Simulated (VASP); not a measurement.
Set up this calculation in VASP 6.6.1, as the native input.

```yaml
Task: single point
Functional: LDA
Potentials_or_basis: VASP PAW LDA potentials, release 64 (Li_sv)
Cutoff: 520 eV
k_mesh: 3 × 3 × 3
Occupations: fermi-dirac, width 0.1 eV
Spin: no spin polarisation
Dipole_correction: no
Further_INCAR_settings: LREAL = Auto; ALGO = Normal; EDIFF = 1e-06; NBANDS = 38
```

The structure of Li lies in POSCAR:

```
Li
1.0
    7.2053150000      0.0000000000      0.0000000000
    0.0000000000      7.2053150000      0.0000000000
    0.0000000000      0.0000000000      7.2053150000
Li
16
Direct
    0.0597614400      0.0512121954      0.0257865201
    0.5850819846     -0.0487973114     -0.0244680489
    0.0980942540      0.4915121684      0.0108253421
    0.0273686855      0.0476731413      0.5157859164
    0.3325045470      0.2883843385      0.3336981104
    0.5583794740      0.5332730075      0.0444671746
    0.6277310569      0.0241349615      0.5456666364
    0.7855173577      0.2746861171      0.2784333509
    0.0695181265      0.4974661066      0.4914011393
    0.2734786751      0.7970782679      0.2566161230
    0.3137544993      0.2494825001      0.7830469591
    0.5582545662      0.6271481538      0.5857342809
    0.8478324681      0.7480172623      0.2632084787
    0.8082505761      0.2976830298      0.7125295702
    0.2623341242      0.8134273103      0.7360399927
    0.8682618317      0.7794662690      0.7706533302
```

One way to write it, as run:

INCAR

```
ALGO     = Normal         # electronic algorithm
EDIFF    = 1E-6           # SCF threshold, eV
ENCUT    = 520            # plane-wave cutoff, eV
ISIF     = 2              # what is computed and relaxed
ISMEAR   = -1             # smearing method
LASPH    = T              # aspherical terms in the spheres
LCHARG   = T              # write CHGCAR
LELF     = T              # ELF
LREAL    = Auto         
LVHAR    = T            
LWAVE    = F              # write WAVECAR
NBANDS   = 38             # bands
NELM     = 100            # most SCF steps
PREC     = Accurate       # precision mode
SIGMA    = 0.1            # smearing width, eV
```

KPOINTS

```
k-points
0
Gamma
  3 3 3
```

Potentials or basis: VASP PAW LDA potentials, release 64 (Li_sv).

The run is started by

```bash
$ cat potpaw_LDA.64/Li_sv/POTCAR > POTCAR
$ mpirun -np 1 vasp_std > vasp.out
```

It gave:

| Property | Result |
| --- | --- |
| Largest force | 0.505 eV/Å |
| Band gap on the k mesh | zero (band 24 reaches 0.45 eV, above the bottom of band 25 at 0.04 eV) |

It took 3 min on 1 thread of Intel(R) Xeon(R) Platinum 8559C (Emerald Rapids) (shared host), peak memory 0.35 GiB.
